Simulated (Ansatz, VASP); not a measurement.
Two plane-wave programs on ZnSe

POSCAR

```
ZnSe
1.0
    0.0000000000      2.6929424785      2.6929424785
    2.6929424785      0.0000000000      2.6929424785
    2.6929424785      2.6929424785      0.0000000000
Se Zn
1 1
Direct
    0.0000000000      0.0000000000      0.0000000000
    0.5000000000      0.5000000000      0.5000000000
```

INCAR.step1

```
PREC = Accurate
ENCUT = 520
ISMEAR = 0
SIGMA = 0.05
LREAL = F
LASPH = T
NELM = 100
NBANDS = 16
GGA = PE
ALGO = Normal
EDIFF = 1E-4
LWAVE = T
LCHARG = F
```

INCAR.step2

```
PREC = Accurate
ENCUT = 520
EDIFF = 1E-6
ISMEAR = 0
SIGMA = 0.05
LREAL = F
LASPH = T
NELM = 100
ALGO = Normal
ISIF = 2
LWAVE = F
LCHARG = T
METAGGA = R2SCAN
LMIXTAU = T
LELF = T
LVHAR = T
NBANDS = 16
ISTART = 1
```

The input KPOINTS:

```
Automatic mesh
0
Gamma
  12 12 12
```

Input for Ansatz:

```yaml
crystal:
  lattice:
    - [0.0, 2.6929424785, 2.6929424785]
    - [2.6929424785, 0.0, 2.6929424785]
    - [2.6929424785, 2.6929424785, 0.0]
  atoms:
    - { symbol: Se, position: [0.0, 0.0, 0.0] }
    - { symbol: Zn, position: [0.5, 0.5, 0.5] }
basis:
  ecutwfc: 500
  ecutrho_ratio: 4
kpoints:
  mp_grid: { grid: [12, 12, 12] }
hamiltonian:
  xc: r2scan
scf:
  occupations: { method: gaussian, width: 0.05 }
output:
  forces: true
  stress: true
  eigenvalues: true
```

Alike in both runs: task single point; functional r2SCAN; k mesh 12 × 12 × 12; occupations gaussian, width 0.05 eV; no spin polarisation.

```csv
,VASP,Ansatz
version,VASP 6.6.1,Ansatz 0.2.0
potentials or method,"VASP PAW PBE potentials, release 64 (Se, Zn), cutoff 520 eV","scalar-relativistic, plane waves, PAW"
valence electrons in the cell,18,28
```

```tsv
	VASP	Ansatz	Ansatz less VASP
gap on the k mesh at the Fermi level (eV)	none	none	-
pressure (GPa)	-2.7	-2.9	-0.24
```

VASP's potentials were made for PBE, not for r2SCAN. A gap of «none» marks a metal or a gap that the smearing closes. VASP's potentials hold 18 valence electrons a cell and Ansatz's 28, so a difference there can come from the potentials and not from the codes.
